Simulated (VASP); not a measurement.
Zn2C: single point with PBEsol

The system is Zn2C.

```
CELL_PARAMETERS angstrom
0.00000 2.56495 2.56495
2.56495 0.00000 2.56495
2.56495 2.56495 0.00000
ATOMIC_POSITIONS crystal
C 0.00000 0.00000 0.00000
Zn 0.25000 0.25000 0.25000
Zn 0.75000 0.75000 0.75000
```

```
Program             : VASP 6.6.1
Task                : single point
Functional          : PBEsol
Potentials or basis : VASP PAW PBE potentials, release 64 (C, Zn)
Cutoff              : 520 eV
k mesh              : 8 × 8 × 8
Occupations         : fermi-dirac, width 0.02 eV
Spin                : no spin polarisation
```

| Property | Result |
| --- | --- |
| Pressure | 0.7 GPa |
| Band gap on the k mesh | zero (filled and empty bands touch) |

Levels at points of the mesh, in eV from the Fermi level:
```csv
k point,band 12,band 13,band 14,band 15,band 16,band 17
"(0.00, 0.00, 0.00)",-0.05,-0.02,-0.02,-0.02,4.10,4.10
"(0.50, 0.00, 0.00)",-7.09,-1.19,-1.19,0.89,5.08,5.08
"(0.50, 0.50, 0.00)",-5.37,-3.89,-3.89,0.86,1.56,7.52
```

Run time: 18 s on 1 thread of AMD EPYC 9R45 96-Core Processor (Zen 5), on a shared host, peak memory 0.13 GiB.

Caveat: the PAW data sets were made with another functional, which shifts forces and pressure a little.
